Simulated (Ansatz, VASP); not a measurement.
One calculation of Mg2NCl, two programs

```
Mg N Cl
1.0
     1.74370    1.00673    6.15305
    -1.74370    1.00673    6.15305
     0.00000   -2.01345    6.15305
Mg N Cl
2 1 1
Cartesian
  0.0000 0.0000 4.1130
  0.0000 0.0000 14.3462
  0.0000 0.0000 9.2296
  0.0000 0.0000 0.0000
```

Change from the starting cell: strain +0.050 along x and y, +0.025 along z, atoms carried along.

Alike in both runs: task single point; functional LDA; k mesh 9 × 9 × 9; occupations gaussian, width 0.05 eV; no spin polarisation.

```csv
,VASP,Ansatz
version,VASP 6.6.1,Ansatz 0.2.0
potentials or method,"VASP PAW LDA potentials, release 64 (Mg, N, Cl), cutoff 520 eV","scalar-relativistic, plane waves, PAW"
valence electrons in the cell,16,32
```

Ansatz gave:

- gap on the k mesh at the Fermi level (eV): 1.52
- least direct gap on the mesh (eV): 1.52
- pressure (GPa): -13.1
- traceless stress, the component that is largest in VASP (GPa): 3.43
- rms of the force components (eV/Å): 0.187

Problem. Which values does VASP return?

Solution. gap on the k mesh at the Fermi level (eV): 1.50; least direct gap on the mesh (eV): 1.50; pressure (GPa): -13.8; traceless stress, the component that is largest in VASP (GPa): 3.43; rms of the force components (eV/Å): 0.205.

LDA's correlation is that of Perdew and Zunger in VASP and of Perdew and Wang (1992) in Ansatz. Atom by atom the forces differ by 0.018 eV/Å (rms over components). VASP's potentials hold 16 valence electrons a cell and Ansatz's 32, so a difference there can come from the potentials and not from the codes.
